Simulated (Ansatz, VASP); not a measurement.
## One calculation of PbS, two programs

POSCAR

```
PbS
1.0
    0.0000000000      2.9872327164      2.9872327164
    2.9872327164      0.0000000000      2.9872327164
    2.9872327164      2.9872327164      0.0000000000
Pb S
1 1
Direct
    0.0000000000      0.0000000000      0.0000000000
    0.5000000000      0.5000000000      0.5000000000
```

Contents of INCAR.step1:

```
PREC = Accurate
ENCUT = 520
EDIFF = 1E-5
ISMEAR = 0
SIGMA = 0.01
LREAL = False
LASPH = True
NELM = 100
ALGO = Normal
ISIF = 2
LWAVE = True
LCHARG = False
GGA = PE
NBANDS = 17
```

Contents of INCAR.step2:

```
PREC = Accurate
ENCUT = 520
EDIFF = 1E-7
ISMEAR = 0
SIGMA = 0.01
LREAL = False
LASPH = True
NELM = 100
ALGO = Normal
ISIF = 2
LWAVE = False
LCHARG = False
GGA = PE
LHFCALC = True
HFSCREEN = 0.2079
PRECFOCK = Normal
ISTART = 1
NBANDS = 17
```

KPOINTS

```
regular mesh
0
Gamma
  4 4 4
```

Input for Ansatz:

```yaml
crystal:
  lattice:
    - [0.0, 2.9872327164, 2.9872327164]
    - [2.9872327164, 0.0, 2.9872327164]
    - [2.9872327164, 2.9872327164, 0.0]
  atoms:
    - { symbol: Pb, position: [0.0, 0.0, 0.0] }
    - { symbol: S, position: [0.5, 0.5, 0.5] }
kpoints:
  mp_grid: { grid: [4, 4, 4] }
hamiltonian:
  xc: hse06
scf:
  occupations: { method: fixed }
  n_extra_bands: 4
output:
  forces: true
  stress: true
  eigenvalues: true
  write_density: true
  write_potential: true
  elf: true
  volumetric_format: npy
```

Alike in both runs: task single point; functional HSE06; k mesh 4 × 4 × 4; no spin polarisation.

|  | VASP | Ansatz |
| --- | --- | --- |
| version | VASP 6.6.1 | Ansatz 0.2.0 |
| potentials or method | VASP PAW PBE potentials, release 64 (Pb_d, S) | plane waves, PAW |
| plane-wave cutoff (eV) | 520 | 420 |
| occupations | gaussian, width 0.01 eV | fixed |
| valence electrons in the cell | 20 | 20 |

|  | VASP | Ansatz | Ansatz less VASP |
| --- | --- | --- | --- |
| gap on the k mesh at the Fermi level (eV) | 0.89 | 0.88 | -0.007 |
| pressure (GPa) | -0.2 | -0.1 | +0.09 |

Ansatz's warnings: stress exchange threshold loose, stress scf threshold loose.

The k mesh is coarse, so the values compare programs but aren't converged. Spin-orbit coupling is off throughout.
